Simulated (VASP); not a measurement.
Set up this calculation in VASP 6.6.1, as the native input.

```yaml
Task: relaxation of cell and atoms
Functional: PBE
Potentials_or_basis: VASP PAW PBE potentials, release 64 (Si, O)
Cutoff: 600 eV
k_mesh: 6 × 6 × 8
Occupations: gaussian, width 0.02 eV
Spin: no spin polarisation
Dipole_correction: no
Further_INCAR_settings: ALGO = Normal; EDIFF = 1e-07; IBRION = 2; EDIFFG = -0.005; NSW = 100; ISIF = 3
```

The structure of SiO2 lies in POSCAR:

```
SiO2
1.0
    4.2331690000      0.0000000000      0.0000000000
    0.0000000000      4.2331690000      0.0000000000
    0.0000000000      0.0000000000      2.6934950000
Si O
2 4
Direct
    0.5000000000      0.5000000000      0.5000000000
    0.0000000000      0.0000000000      0.0000000000
    0.6931610000      0.6931610000      0.0000000000
    0.1931610000      0.8068390000      0.5000000000
    0.3068390000      0.3068390000      0.0000000000
    0.8068390000      0.1931610000      0.5000000000
```

One way to write it, as run:

INCAR

```
SYSTEM = SiO2
PREC     = Accurate       ! precision mode
ENCUT    = 600            ! plane-wave cutoff, eV
EDIFF    = 1E-7           ! SCF threshold, eV
ISMEAR   = 0              ! smearing method
SIGMA    = 0.02           ! smearing width, eV
LREAL    = .False.        ! projectors in reciprocal space
LASPH    = .True.         ! aspherical terms in the spheres
NELM     = 80             ! most SCF steps
ALGO     = Normal         ! electronic algorithm
ISIF     = 3              ! what is computed and relaxed
LWAVE    = .False.        ! write WAVECAR
LCHARG   = .False.        ! write CHGCAR
GGA      = PE             ! functional
IBRION   = 2              ! ionic algorithm
NSW      = 100            ! ionic steps
EDIFFG   = -0.005         ! ionic threshold
```

KPOINTS

```
Automatic mesh
0
Gamma
  6 6 8
  0 0 0
```

Potentials or basis: VASP PAW PBE potentials, release 64 (Si, O).

The run is started by

```bash
$ cat potpaw_PBE.64/Si/POTCAR potpaw_PBE.64/O/POTCAR > POTCAR
$ mpirun -np 1 vasp_std > vasp.out
```

It gave:

```json
{"Relaxed volume": "8.03 Å³/atom", "Relaxed cell": "a = 4.231 Å, b = 4.231 Å, c = 2.692 Å, α = 90.00°, β = 90.00°, γ = 90.00°", "Space group after relaxing (to 0.05 Å)": "P4_2/mnm (No. 136)", "Energy gained by relaxing": "0.0 meV/atom", "Ionic steps": "5", "Pressure after relaxing": "0.0 GPa", "Band gap on the k mesh": "5.04 eV, direct"}
```

Run time: 2.1 min on 1 thread of Intel(R) Xeon(R) Platinum 8488C (Sapphire Rapids), with other jobs on the host, peak memory 0.2 GiB.
